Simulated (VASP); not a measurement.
Write the native input for VASP 6.6.1 that does the following.

* Task: single point
* Functional: LDA
* Potentials or basis: VASP PAW LDA potentials, release 64 (Si, O)
* Cutoff: 600 eV
* k mesh: 10 × 10 × 10
* Occupations: gaussian, width 0.02 eV
* Spin: no spin polarisation
* Dipole correction: no
* Further INCAR settings: ALGO = Normal; EDIFF = 1e-06; NBANDS = 15

The structure of SiO2 lies in POSCAR:

```
SiO2
1.0
    0.0000000000      2.2540000000      2.2540000000
    2.2540000000      0.0000000000      2.2540000000
    2.2540000000      2.2540000000      0.0000000000
Si O
1 2
Direct
    0.0000000000      0.0000000000      0.0000000000
    0.2500000000      0.2500000000      0.2500000000
    0.7500000000      0.7500000000      0.7500000000
```

This cell differs from its parent crystal: volume scaled by 1.000 of the coarse rest volume.

The input as run:

INCAR

```
PREC = Accurate
ENCUT = 600
EDIFF = 1E-6
ISMEAR = 0
SIGMA = 0.02
LREAL = F
LASPH = T
NELM = 120
ALGO = Normal
ISIF = 2
LWAVE = F
LCHARG = F
NBANDS = 15
GGA_COMPAT = F
```

KPOINTS

```
regular mesh
0
Gamma
  10 10 10
```

Potentials or basis: VASP PAW LDA potentials, release 64 (Si, O).

Command:

```console
$ cat potpaw_LDA.64/Si/POTCAR potpaw_LDA.64/O/POTCAR > POTCAR
$ mpirun -np 1 vasp_std > vasp.out
```

It gave:

```json
{
 "Pressure": "0.7 GPa",
 "Band gap on the k mesh": "1.83 eV, direct"
}
```

Wall time 11 s on 1 thread of Intel(R) Xeon(R) 6975P-C (Granite Rapids), with other jobs on the host, peak memory 0.14 GiB.
